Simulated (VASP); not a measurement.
Write the native input for VASP 6.6.1 that does the following.

| Item | Value |
| --- | --- |
| Task | single point |
| Functional | PBE |
| Potentials or basis | VASP PAW PBE potentials, release 64 (Mg, H) |
| Cutoff | 520 eV |
| k mesh | 8 × 8 × 8 |
| Occupations | gaussian, width 0.1 eV |
| Spin | no spin polarisation |
| Dipole correction | no |
| Further INCAR settings | ALGO = Normal; EDIFF = 1e-07; NBANDS = 9 |

The structure of MgH2 lies in POSCAR:

```
MgH2
1.0
    0.0000000000      2.3810671667      2.3810671667
    2.3810671667      0.0000000000      2.3810671667
    2.3810671667      2.3810671667      0.0000000000
Mg H
1 2
Direct
    0.0584318630     -0.0149986844     -0.0098456172
    0.7754564235      0.7959666004      0.7348764809
    0.2442987199      0.2412572278      0.2737920181
```

These files were run (other wordings do the same):

INCAR

```
PREC     = Accurate       # precision mode
ENCUT    = 520            # plane-wave cutoff, eV
EDIFF    = 1E-7           # SCF threshold, eV
ISMEAR   = 0              # smearing method
SIGMA    = 0.1            # smearing width, eV
LREAL    = False          # projectors in reciprocal space
LASPH    = True           # aspherical terms in the spheres
NELM     = 100            # most SCF steps
ALGO     = Normal         # electronic algorithm
ISIF     = 2              # what is computed and relaxed
LWAVE    = False          # write WAVECAR
LCHARG   = True           # write CHGCAR
GGA      = PE             # functional
LELF     = True           # ELF
LVHAR    = True         
NBANDS   = 9              # bands
```

KPOINTS

```
regular mesh
0
Gamma
  8 8 8
```

Potentials or basis: VASP PAW PBE potentials, release 64 (Mg, H).

Command:

```sh
$ cat potpaw_PBE.64/Mg/POTCAR potpaw_PBE.64/H/POTCAR > POTCAR
$ mpirun -np 1 vasp_std > vasp.out
```

It gave:

| Property | Result |
| --- | --- |
| Pressure | 0.2 GPa |
| Largest force | 0.497 eV/Å |
| Band gap on the k mesh | zero (band 2 reaches 3.86 eV, above the bottom of band 3 at 2.58 eV) |

Wall time 2.8 min on 1 thread of AMD EPYC 7R13, with other jobs on the host, peak memory 0.18 GiB.
